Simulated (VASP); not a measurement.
# Si62As (a cell with a defect) in VASP: further runs, part 2 of 2

VASP 6.6.1. Earlier steps stand in the parts before.

**3. Single point, PBE+D3(BJ), collinear spin, zero start**

Input file INCAR:

```
SYSTEM = Si62As
ALGO     = Normal         ! electronic algorithm
EDIFF    = 1E-7           ! SCF threshold, eV
ENCUT    = 520            ! plane-wave cutoff, eV
GGA      = PE             ! functional
ISIF     = 2              ! what is computed and relaxed
ISMEAR   = -1             ! smearing method
ISPIN    = 2              ! spin polarisation
IVDW     = 12             ! dispersion correction
LASPH    = .True.         ! aspherical terms in the spheres
LCHARG   = .False.        ! write CHGCAR
LORBIT   = 11             ! projections on sites
LREAL    = Auto         
LWAVE    = .False.        ! write WAVECAR
MAGMOM   = 0 0 0 0 0 0 0 0 0 0 0 0 0 0 0 0 0 0 0 0 0 0 0 0 0 0 0 0 0 0 0 0 0 0 0 0 0 0 0 0 0 0 0 0 0 0 0 0 0 0 0 0 0 0 0 0 0 0 0 0 0 0 0 ! initial moments
NBANDS   = 168            ! bands
NELM     = 150            ! most SCF steps
PREC     = Accurate       ! precision mode
SIGMA    = 0.05           ! smearing width, eV
```

Input file KPOINTS:

```
k-points
0
Gamma
  1 1 1
  0 0 0
```

Input file POSCAR:

```
Si62As
1.0
   10.8600000000      0.0000000000      0.0000000000
    0.0000000000     10.8600000000      0.0000000000
    0.0000000000      0.0000000000     10.8600000000
Si As
62 1
Direct
    0.5002187845     -0.0011245856     -0.0004717311
    0.6240393186      0.1247169429      0.1250352670
    0.7518749540      0.2488669429     -0.0019686924
    0.8746260589      0.3738566298      0.1247946593
    0.7514161142      0.0035610497      0.2535895028
    0.8740853591      0.1305427256      0.3809624309
    0.0018338858     -0.0018791897     -0.0009003683
    0.1242936464      0.1246000921      0.1256399632
    0.2490743094      0.2509175875      0.0005680479
    0.3769763352      0.3764060773      0.1228127993
    0.5059645488      0.4973456722     -0.0059904236
    0.6258973297      0.6232291897      0.1233553407
    0.7506895948      0.7520674033      0.0021082873
    0.8756410681      0.8782912523      0.1282720074
    0.2499705341     -0.0009943831      0.2494574586
    0.3747519337      0.1239865562      0.3744979742
    0.4997277164      0.2497324125      0.2490709024
    0.6251226519      0.3746485267      0.3752802026
    0.7500696133      0.4989183241      0.2494160221
    0.8758783610      0.6220589319      0.3752268877
    0.5004766114     -0.0027485267      0.4978636280
    0.6241786372      0.1227778085      0.6246329650
    0.7485494475      0.2548500000      0.5067795580
    0.7499884899     -0.0012568140      0.7496703499
    0.8758414365      0.1233147330      0.8740276243
   -0.0022569061      0.4986732965     -0.0020716390
    0.1243580110      0.6252963168      0.1234693370
    0.2519096685      0.7477052486     -0.0014883978
    0.3747781768      0.8741111418      0.1248176796
   -0.0004280847      0.2496662063      0.2506686004
    0.1250642726      0.3745088398      0.3747927256
    0.2513473297      0.5003385820      0.2487569982
    0.3751096685      0.6264065378      0.3759182320
    0.5008350829      0.7479654696      0.2482639963
    0.6256811234      0.8725218232      0.3740392265
   -0.0002953959      0.0007688766      0.4999901473
    0.1219265193      0.1278632597      0.6249368324
    0.2499720994      0.2490914365      0.4992268877
    0.3746721915      0.3738069061      0.6245750460
    0.5011727440      0.4986337937      0.5010260589
    0.6251364641      0.6245011971      0.6257709945
    0.7522894107      0.7469058932      0.5008267035
    0.8750486188      0.8747872928      0.6244368324
    0.2485884899      0.0014059853      0.7493954880
    0.3736408840      0.1251570902      0.8773022099
    0.5001134438      0.2483632597      0.7483841621
    0.6296834254      0.3728372007      0.8690978821
    0.8732178637      0.6282101289      0.8779639963
    0.0001239411      0.7491247698      0.2498599448
    0.1242447514      0.8752026703      0.3751767035
   -0.0025782689      0.4961571823      0.5023366483
    0.1236875691      0.6221676796      0.6246450276
    0.2490279006      0.7497151934      0.5007698895
    0.3738976980      0.8758116943      0.6251674954
   -0.0050774401      0.2533137201      0.7486963168
    0.1235039595      0.3749373849      0.8733512891
    0.2504968692      0.4990765193      0.7495091160
    0.3771044199      0.6230081952      0.8735905157
    0.5012753223      0.7489624309      0.7488361878
    0.6252401473      0.8743037753      0.8747540516
   -0.0018531308      0.7473337017      0.7482516575
    0.1255507366      0.8723037753      0.8744093923
    0.8505055249      0.3977823204      0.6494459484
```

Potentials or basis: VASP PAW PBE potentials, release 64 (Si, As).

Command:

```console
> cat potpaw_PBE.64/Si/POTCAR potpaw_PBE.64/As/POTCAR > POTCAR
> mpirun -np 1 vasp_gam > vasp.out
```

It took 12 min on 1 thread of Intel Xeon Platinum 8259CL at 2.50GHz (Skylake/Cascade Lake), shared host; peak memory 1.4 GiB.

Results (log left out):

```
Free energy                                           : -351.9513 eV
Pressure                                              : -0.4 GPa
Largest force                                         : 0.422 eV/Å
Net moment                                            : 0.00 μB per cell
Valence electrons inside the program's atomic spheres : Si 1.70, 1.69, 1.67, 1.65, 1.64, 1.66 (each value once); As 2.75
Dispersion energy per atom                            : -0.317 eV
```

Forces on the atoms (eV/Å):
```
Si  -0.006  0.015  0.005
Si   0.000  0.018 -0.013
Si   0.002  0.032 -0.020
Si   0.000  0.003  0.001
Si  -0.016 -0.026 -0.025
Si   0.019 -0.066 -0.067
Si  -0.024  0.011  0.004
Si   0.008 -0.003 -0.010
Si   0.005  0.002 -0.008
Si  -0.050 -0.002  0.054
Si  -0.079  0.017  0.077
Si  -0.010  0.011  0.018
Si  -0.018 -0.007 -0.005
Si  -0.016 -0.020 -0.013
Si   0.000  0.002  0.003
Si   0.006  0.000 -0.002
Si   0.004  0.012  0.011
Si   0.016  0.011  0.007
Si   0.000  0.006  0.000
Si  -0.007  0.001  0.005
Si   0.000  0.020  0.028
Si   0.032  0.025  0.006
Si   0.052 -0.076 -0.099
Si   0.000 -0.001  0.002
Si  -0.006  0.012 -0.015
Si  -0.007 -0.001 -0.005
Si  -0.008  0.003  0.001
Si  -0.012  0.009  0.006
Si  -0.004  0.006  0.006
Si   0.005 -0.007 -0.016
Si  -0.026 -0.011  0.026
Si  -0.045  0.000  0.042
Si   0.009 -0.010  0.010
Si  -0.007  0.011  0.016
Si  -0.011  0.004  0.022
Si   0.003 -0.016 -0.003
Si   0.020 -0.026 -0.009
Si   0.006 -0.002  0.003
Si  -0.003  0.002  0.002
Si   0.009  0.002  0.021
Si  -0.028  0.025  0.050
Si  -0.003 -0.009  0.015
Si  -0.004 -0.002  0.007
Si  -0.007  0.004  0.004
Si   0.020  0.015 -0.017
Si   0.031  0.044  0.000
Si  -0.083  0.093  0.093
Si  -0.030 -0.015 -0.012
Si  -0.006 -0.003  0.001
Si   0.009 -0.008  0.000
Si  -0.014 -0.017  0.011
Si  -0.001  0.002  0.002
Si   0.006 -0.006  0.000
Si  -0.018  0.015  0.011
Si   0.063 -0.051 -0.019
Si   0.000 -0.002 -0.002
Si  -0.006  0.001  0.001
Si  -0.022  0.011  0.010
Si  -0.035  0.028  0.017
Si  -0.012  0.014  0.006
Si  -0.005 -0.008 -0.003
Si  -0.017  0.010  0.011
As   0.319 -0.105 -0.257
```

Stress tensor (GPa, compression positive):
```
-0.48 -0.35 -0.27
-0.35 -0.32  0.44
-0.27  0.44 -0.45
```

Levels at points of the mesh, in eV from the Fermi level:
Spin up:
```tsv
k point	band 122	band 123	band 124	band 125	band 126	band 127	band 128	band 129	band 130	band 131
(0.00, 0.00, 0.00)	-1.70	-1.04	-0.84	-0.83	-0.40	0.06	0.07	0.18	0.20	0.21
```
Spin down:
```csv
k point,band 122,band 123,band 124,band 125,band 126,band 127,band 128,band 129,band 130,band 131
"(0.00, 0.00, 0.00)",-1.70,-1.04,-0.84,-0.83,-0.40,0.06,0.07,0.18,0.20,0.21
```

Caveat: the k points lie up to 0.58 Å⁻¹ apart; no moment was typed at the start, so none could form.
